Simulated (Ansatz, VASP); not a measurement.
## One calculation of InSb3, two programs

```xyz
4
Lattice="4.8900 0.0000 0.0000 0.0000 4.8900 0.0000 0.0000 0.0000 4.8900" Properties=species:S:1:pos:R:3 pbc="T T T"
In    0.0000    0.0000    0.0000
Sb    2.4450    0.0000    2.4450
Sb    0.0000    2.4450    2.4450
Sb    2.4450    2.4450    0.0000
```

Alike in both runs: task single point; functional PBEsol; k mesh 10 × 10 × 10; occupations gaussian, width 0.1 eV; no spin polarisation.

|  | VASP | Ansatz |
| --- | --- | --- |
| version | VASP 6.6.1 | Ansatz 0.2.0 |
| potentials or method | VASP PAW PBE potentials, release 64 (In_d, Sb), cutoff 520 eV | scalar-relativistic, plane waves, PAW |
| valence electrons in the cell | 28 | 58 |

|  | VASP | Ansatz | Ansatz less VASP |
| --- | --- | --- | --- |
| gap on the k mesh at the Fermi level (eV) | none | none | - |
| pressure (GPa) | -4.8 | -4.8 | +0.03 |

VASP's potentials were made for PBE, not for PBEsol. A gap of «none» marks a metal or a gap that the smearing closes. VASP's potentials hold 28 valence electrons a cell and Ansatz's 58, so a difference there can come from the potentials and not from the codes.

Spin-orbit coupling is off throughout.
